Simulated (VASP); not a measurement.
# Zn5CdSe6 (P-4m2) in VASP: single point with PBE

Aim: the single point of Zn5CdSe6 with PBE.

All numbers are computed with VASP 6.6.1; they aren't measurements. Logs are shortened: lines on timing, memory, paths and dates and some standing lists are left out, and cuts for length are marked.

## 1. The cell of the first run

Symmetry: P-4m2, No. 115, tetragonal system. The conventional cell has a = 4.097 Å, b = 4.097 Å, c = 17.517 Å, α = 90.00°, β = 90.00°, γ = 90.00°. Zn (site symmetry 2mm) has 4 Se at 2.49 Å within 3.3 Å. Within 3.3 Å of Zn (site symmetry -4m2) lie 4 Se at 2.49 Å. Zn (site symmetry 2mm) has 4 Se at 2.48 to 2.49 Å within 3.3 Å. Within 3.5 Å of Cd (site symmetry -4m2) lie 4 Se at 2.65 Å. Within 3.3 Å of Se (site symmetry 2mm) lie 4 Zn at 2.49 Å. Within 3.3 Å of Se (site symmetry 2mm) lie 4 Zn at 2.49 Å. Se (site symmetry 2mm) has 2 Zn at 2.48 Å and 2 Cd at 2.65 Å within 3.3 Å.

## 2. Single point, PBE

INCAR

```
SYSTEM = Zn5CdSe6
PREC = Accurate
ENCUT = 520
EDIFF = 1E-6
ISMEAR = 0
SIGMA = 0.1
LREAL = .FALSE.
LASPH = .TRUE.
NELM = 100
ALGO = Normal
ISIF = 2
LWAVE = .FALSE.
LCHARG = .FALSE.
GGA = PE
NBANDS = 66
```

KPOINTS

```
Automatic mesh
0
G
  4 4 1
  0 0 0
```

POSCAR

```
Zn5CdSe6
1.0
    4.0973309000      0.0000000000      0.0000000000
    0.0000000000      4.0973309000      0.0000000000
    0.0000000000      0.0000000000     17.5168485000
Zn Cd Se
5 1 6
Direct
    0.0000000000      0.0000000000      0.8383510000
    0.5000000000      0.5000000000      0.0000000000
    0.0000000000      0.0000000000      0.1616490000
    0.5000000000      0.5000000000      0.3233950000
    0.5000000000      0.5000000000      0.6766050000
    0.0000000000      0.0000000000      0.5000000000
    0.5000000000      0.0000000000      0.9191830000
    0.0000000000      0.5000000000      0.0808170000
    0.5000000000      0.0000000000      0.2424760000
    0.0000000000      0.5000000000      0.4036520000
    0.5000000000      0.0000000000      0.5963480000
    0.0000000000      0.5000000000      0.7575240000
```

Potentials or basis: VASP PAW PBE potentials, release 64 (Zn, Cd, Se).

Run with:

```sh
> cat potpaw_PBE.64/Zn/POTCAR potpaw_PBE.64/Cd/POTCAR potpaw_PBE.64/Se/POTCAR > POTCAR
> mpirun -np 1 vasp_std > vasp.out
```

OUTCAR:

```text
SYSTEM = Zn5CdSe6
   PREC = Accurate
   ENCUT = 520
   EDIFF = 1E-6
   ISMEAR = 0
   LREAL = .FALSE.
   LASPH = .TRUE.
   NELM = 100
   ISIF = 2
   GGA = PE

 ion  position               nearest neighbor table
   1  0.000  0.000  0.838-  12 2.49  12 2.49   7 2.49   7 2.49
   2  0.500  0.500  0.000-   7 2.49   8 2.49   7 2.49   8 2.49
   3  0.000  0.000  0.162-   9 2.49   9 2.49   8 2.49   8 2.49
   4  0.500  0.500  0.323-  10 2.48  10 2.48   9 2.49   9 2.49
   5  0.500  0.500  0.677-  11 2.48  11 2.48  12 2.49  12 2.49
   6  0.000  0.000  0.500-  10 2.65  11 2.65  10 2.65  11 2.65
   7  0.500  0.000  0.919-   2 2.49   2 2.49   1 2.49   1 2.49
   8  0.000  0.500  0.081-   2 2.49   2 2.49   3 2.49   3 2.49
   9  0.500  0.000  0.242-   3 2.49   3 2.49   4 2.49   4 2.49
  10  0.000  0.500  0.404-   4 2.48   4 2.48   6 2.65   6 2.65
  11  0.500  0.000  0.596-   5 2.48   5 2.48   6 2.65   6 2.65
  12  0.000  0.500  0.758-   1 2.49   1 2.49   5 2.49   5 2.49

  LATTYP: Found a simple tetragonal cell.
 ALAT       =     4.0973309000
 C/A-ratio  =     4.2751852187

  Lattice vectors:

 A1 = (   4.0973309000,   0.0000000000,   0.0000000000)
 A2 = (   0.0000000000,   4.0973309000,   0.0000000000)
 A3 = (   0.0000000000,   0.0000000000,  17.5168485000)

Analysis of symmetry for initial positions (statically):
=====================================================================
 Subroutine PRICEL returns:
 Original cell was already a primitive cell.

 Routine SETGRP: Setting up the symmetry group for a
 simple tetragonal supercell.

 Subroutine GETGRP returns: Found  8 space group operations
 (whereof  8 operations were pure point group operations)
 out of a pool of 16 trial point group operations.

The static configuration has the point symmetry D_2d.

Analysis of symmetry for dynamics (positions and initial velocities):
=====================================================================
 Subroutine PRICEL returns:
 Original cell was already a primitive cell.

 Routine SETGRP: Setting up the symmetry group for a
 simple tetragonal supercell.

 Subroutine GETGRP returns: Found  8 space group operations
 (whereof  8 operations were pure point group operations)
 out of a pool of 16 trial point group operations.

The dynamic configuration has the point symmetry D_2d.

 Subroutine INISYM returns: Found  8 space group operations
 (whereof  8 operations are pure point group operations),
 and found     1 'primitive' translations

----------------------------------------------------------------------------------------

                                     Primitive cell

  volume of cell :     294.0750

  direct lattice vectors                    reciprocal lattice vectors
     4.097330900  0.000000000  0.000000000     0.244061323  0.000000000  0.000000000
     0.000000000  4.097330900  0.000000000     0.000000000  0.244061323  0.000000000
     0.000000000  0.000000000 17.516848500     0.000000000  0.000000000  0.057087895

  length of vectors
     4.097330900  4.097330900 17.516848500     0.244061323  0.244061323  0.057087895

  position of ions in fractional coordinates (direct lattice)
     0.000000000  0.000000000  0.838351000
     0.500000000  0.500000000  0.000000000
     0.000000000  0.000000000  0.161649000
     0.500000000  0.500000000  0.323395000
     0.500000000  0.500000000  0.676605000
     0.000000000  0.000000000  0.500000000
     0.500000000  0.000000000  0.919183000
     0.000000000  0.500000000  0.080817000
     0.500000000  0.000000000  0.242476000
     0.000000000  0.500000000  0.403652000
     0.500000000  0.000000000  0.596348000
     0.000000000  0.500000000  0.757524000

  ion indices of the primitive-cell ions
   primitive index   ion index
                 1           1
                 2           2
                 3           3
                 4           4
                 5           5
                 6           6
                 7           7
                 8           8
                 9           9
                10          10
                11          11
                12          12

----------------------------------------------------------------------------------------

 KPOINTS: Automatic mesh

Automatic generation of k-mesh.
 Grid dimensions read from file:
 generate k-points for:    4    4    1

 Generating k-lattice:

  Cartesian coordinates                     Fractional coordinates (reciprocal lattice)
     0.061015331  0.000000000  0.000000000     0.250000000  0.000000000  0.000000000
     0.000000000  0.061015331  0.000000000     0.000000000  0.250000000  0.000000000
     0.000000000  0.000000000  0.057087895     0.000000000  0.000000000  1.000000000

  Length of vectors
     0.061015331  0.061015331  0.057087895

  Shift w.r.t. Gamma in fractional coordinates (k-lattice)
     0.000000000  0.000000000  0.000000000

 Subroutine IBZKPT returns following result:
 ===========================================

 Found      6 irreducible k-points:

 Following reciprocal coordinates:
            Coordinates               Weight
  0.000000  0.000000  0.000000      1.000000
  0.250000  0.000000  0.000000      4.000000
  0.500000  0.000000  0.000000      2.000000
  0.250000  0.250000  0.000000      4.000000
  0.500000  0.250000  0.000000      4.000000
  0.500000  0.500000  0.000000      1.000000
   k-points           NKPTS =      6   k-points in BZ     NKDIM =      6   number of bands    NBANDS=     66
   number of dos      NEDOS =    301   number of ions     NIONS =     12
   total plane-waves  NPLWV = 126000
   dimension x,y,z NGX =    30 NGY =   30 NGZ =  140
   dimension x,y,z NGXF=    60 NGYF=   60 NGZF=  280
   ions per type =               5   1   6
   NGX,Y,Z   is equivalent  to a cutoff of  12.17, 12.17, 13.29 a.u.
   NGXF,Y,Z  is equivalent  to a cutoff of  24.34, 24.34, 26.57 a.u.
 SYSTEM =  Zn5CdSe6
   PREC   = accura    normal or accurate (medium, high low for compatibility)
   ISTART =      0    job   : 0-new  1-cont  2-samecut
   ICHARG =      2    charge: 1-file 2-atom 10-const
   ISPIN  =      1    spin polarized calculation?
   LNONCOLLINEAR =      F non collinear calculations
   LSORBIT =      F    spin-orbit coupling
   LASPH  =      T    aspherical Exc in radial PAW
   ENCUT  =  520.0 eV  38.22 Ry    6.18 a.u.   7.62  7.62 32.57*2*pi/ulx,y,z
   NELM   =    100;   NELMIN=  2; NELMDL= -5     # of ELM steps
   EDIFF  = 0.1E-05   stopping-criterion for ELM
   LREAL  =      F    real-space projection
   EDIFFG = 0.1E-04   stopping-criterion for IOM
   NSW    =      0    number of steps for IOM
   IBRION =     -1    ionic relax: 0-MD 1-quasi-New 2-CG
   NFREE  =      0    steps in history (QN), initial steepest desc. (CG)
   ISIF   =      2    stress and relaxation
   ISYM   =      2    0-nonsym 1-usesym 2-fastsym
   POTIM  = 0.5000    time-step for ionic-motion
   TEBEG  =    0.0;   TEEND  =   0.0 temperature during run
   PSTRESS=    0.0 pullay stress
   NELECT =     108.0000    total number of electrons
   NUPDOWN=      -1.0000    fix difference up-down
   EMIN   =  10.00;   EMAX   =-10.00  energy-range for DOS
   EFERMI =   0.00;   METHOD = LEGACY
   ISMEAR =     0;   SIGMA  =   0.10  broadening in eV -4-tet -1-fermi 0-gaus
   EFERMI_NEDOS =   21; number of points for ismear=-14 and -15
   IALGO  =     38    algorithm
   IMIX   =      4    mixing-type and parameters
     AMIX     =   0.40;   BMIX     =  1.00
     AMIX_MAG =   1.60;   BMIX_MAG =  1.00
  volume/ion in A,a.u.               =      24.51       165.38
  Fermi-wavevector in a.u.,A,eV,Ry     =   1.172366  2.215451 18.700435  1.374443
  Thomas-Fermi vector in A             =   2.308796
   LORBIT       =      0    0 simple, 1 ext, 2 COOP (PROOUT), +10 PAW based schemes
   GGA     = PE    functional components
   LHFCALC =     F    Hartree Fock is set to
   AEXX    =    0.0000 exact exchange contribution
   IVDW    =     0    specifies the selected vdW correction
   LEPSILON=     F    determine dielectric tensor
   LRPA    =     F    only Hartree local field effects (RPA)
 non-spin polarized calculation
 Gauss-broadening in eV      SIGMA  =   0.10
  energy-cutoff  :      520.00
  volume of cell :      294.07
 maximum number of plane-waves:      7939
   NGX = 15   NGY = 15   NGZ = 65

 number of electron     107.9999944 magnetization

 Free energy of the ion-electron system (eV)
  ---------------------------------------------------
  ext. energy  EPLUGINS =         0.00000000
  ---------------------------------------------------
  free energy    TOTEN  =       -35.44752113 eV

  energy without entropy =      -35.44752113  energy(sigma->0) =      -35.44752113

 E-fermi :   1.6730     XC(G=0):  -9.0760

 val. band max:        1.2246543747   @ k =   0.0000   0.0000   0.0000
 cond. band min:       2.1820948244   @ k =   0.0000   0.0000   0.0000
 fundamental gap:      0.9574404496
 Fermi energy:         1.6730491272

 k-point     1 :       0.0000    0.0000    0.0000
  band No.  band energies     occupation
      1     -11.7451      2.00000
      2     -11.5719      2.00000
      3     -11.4447      2.00000
      4     -11.1049      2.00000
      5     -11.0175      2.00000
      6     -10.8213      2.00000
[... 58 lines left out ...]
     65       5.9900      0.00000
     66       7.0482      0.00000

 k-point     2 :       0.2500    0.0000    0.0000
  band No.  band energies     occupation
      1     -11.5212      2.00000
      2     -11.3863      2.00000
      3     -11.2854      2.00000
      4     -11.0386      2.00000
      5     -10.9738      2.00000
      6     -10.8413      2.00000
[... 265 lines left out ...]
     65       6.8632      0.00000
     66       6.9005      0.00000

 k-point     6 :       0.5000    0.5000    0.0000
  band No.  band energies     occupation
      1     -10.8357      2.00000
      2     -10.8357      2.00000
      3     -10.8307      2.00000
      4     -10.8307      2.00000
      5     -10.8215      2.00000
      6     -10.8215      2.00000
[... 58 lines left out ...]
     65       5.9796      0.00000
     66       6.0137      0.00000

------------------------ aborting loop because EDIFF is reached ----------------------------------------

  FORCE on cell =-STRESS in cart. coord.  units (eV):
  Direction    XX          YY          ZZ          XY          YZ          ZX
  --------------------------------------------------------------------------------------
  -------------------------------------------------------------------------------------
  Total        0.7211588      0.7211588      0.1369454      0.0000000      0.0000000      0.0000000
  in kB        3.9290130      3.9290130      0.7461049      0.0000000      0.0000000      0.0000000
  external PRESSURE =       2.8680437 kB  Pullay stress =       0.0000000 kB

 VOLUME and BASIS-vectors are now :
 -----------------------------------------------------------------------------
  energy-cutoff  :      520.00
  volume of cell :      294.07
      direct lattice vectors                 reciprocal lattice vectors
     4.097330900  0.000000000  0.000000000     0.244061323  0.000000000  0.000000000
     0.000000000  4.097330900  0.000000000     0.000000000  0.244061323  0.000000000
     0.000000000  0.000000000 17.516848500     0.000000000  0.000000000  0.057087895

 POSITION                                       TOTAL-FORCE (eV/Angst)
 -----------------------------------------------------------------------------------
      0.00000      0.00000     14.68527         0.000000     -0.000000     -0.001187
      2.04867      2.04867      0.00000         0.000000     -0.000000     -0.000000
      0.00000      0.00000      2.83158         0.000000     -0.000000      0.001187
      2.04867      2.04867      5.66486         0.000000      0.000000     -0.000248
      2.04867      2.04867     11.85199         0.000000      0.000000      0.000248
      0.00000      0.00000      8.75842        -0.000000     -0.000000     -0.000000
      2.04867      0.00000     16.10119         0.000000     -0.000000      0.000836
      0.00000      2.04867      1.41566         0.000000     -0.000000     -0.000836
      2.04867      0.00000      4.24742         0.000000     -0.000000     -0.000301
      0.00000      2.04867      7.07071         0.000000     -0.000000     -0.025717
      2.04867      0.00000     10.44614         0.000000     -0.000000      0.025717
      0.00000      2.04867     13.26943         0.000000     -0.000000      0.000301
 -----------------------------------------------------------------------------------
    total drift:                                0.000000      0.000000      0.000000

  FREE ENERGIE OF THE ION-ELECTRON SYSTEM (eV)
  ---------------------------------------------------
  free  energy   TOTEN  =       -35.4475211337 eV

  energy  without entropy=      -35.4475211336  energy(sigma->0) =      -35.44752113
```

It took 2.6 min on 1 thread of Intel Xeon Platinum 8259CL at 2.50GHz (Skylake/Cascade Lake), shared host; peak memory 0.39 GiB.

Results:

```yaml
Free_energy: -35.4475 eV
Pressure: 0.3 GPa
Largest_force: 0.026 eV/Å
Band_gap_on_the_k_mesh: 0.96 eV, direct
```

Forces in eV/Å, atoms in the order of the input:
```
Zn   0.000  0.000 -0.001
Zn   0.000  0.000  0.000
Zn   0.000  0.000  0.001
Zn   0.000  0.000  0.000
Zn   0.000  0.000  0.000
Cd   0.000  0.000  0.000
Se   0.000  0.000  0.001
Se   0.000  0.000 -0.001
Se   0.000  0.000  0.000
Se   0.000  0.000 -0.026
Se   0.000  0.000  0.026
Se   0.000  0.000  0.000
```

Stress tensor (GPa, compression positive):
```
0.39 0.00 0.00
0.00 0.39 0.00
0.00 0.00 0.07
```

Levels at points of the mesh, in eV from the valence-band top:
```
           k point  band 50  band 51  band 52  band 53  band 54  band 55  band 56  band 57  band 58  band 59
(0.00, 0.00, 0.00)    -0.55    -0.55    -0.07     0.00     0.00     0.96     2.85     2.91     3.09     3.32
(0.50, 0.00, 0.00)    -0.93    -0.90    -0.90    -0.88    -0.45     2.73     2.78     2.79     2.83     3.86
(0.50, 0.50, 0.00)    -2.30    -2.06    -2.01    -2.01    -1.98     3.05     3.05     3.33     3.56     4.38
```
